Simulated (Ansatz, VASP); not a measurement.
# Re in VASP and in Ansatz

```
Re
1.0
     0.00000    1.93027    1.93027
     1.93027    0.00000    1.93027
     1.93027    1.93027    0.00000
Re
1
Direct
  0.00000 0.00000 0.00000
```

Alike in both runs: functional LDA; k mesh 18 × 18 × 18; occupations gaussian, width 0.1 eV; no spin polarisation.

Ansatz relaxed the structure, and its values are those at the end. VASP's run is a single point on that final structure, the one shown.

|  | VASP | Ansatz |
| --- | --- | --- |
| version | VASP 6.6.1 | Ansatz 0.2.0 |
| potentials or method | VASP PAW LDA potentials, release 64 (Re), cutoff 520 eV | scalar-relativistic, plane waves, PAW |
| valence electrons in the cell | 7 | 15 |

|  | VASP | Ansatz | Ansatz less VASP |
| --- | --- | --- | --- |
| gap on the k mesh at the Fermi level (eV) | none | none | - |
| pressure (GPa) | 1.5 | 0.0 | -1.46 |

LDA's correlation is that of Perdew and Zunger in VASP and of Perdew and Wang (1992) in Ansatz. A gap of «none» marks a metal or a gap that the smearing closes. VASP's potentials hold 7 valence electrons a cell and Ansatz's 15, so a difference there can come from the potentials and not from the codes.

Spin-orbit coupling is off throughout.
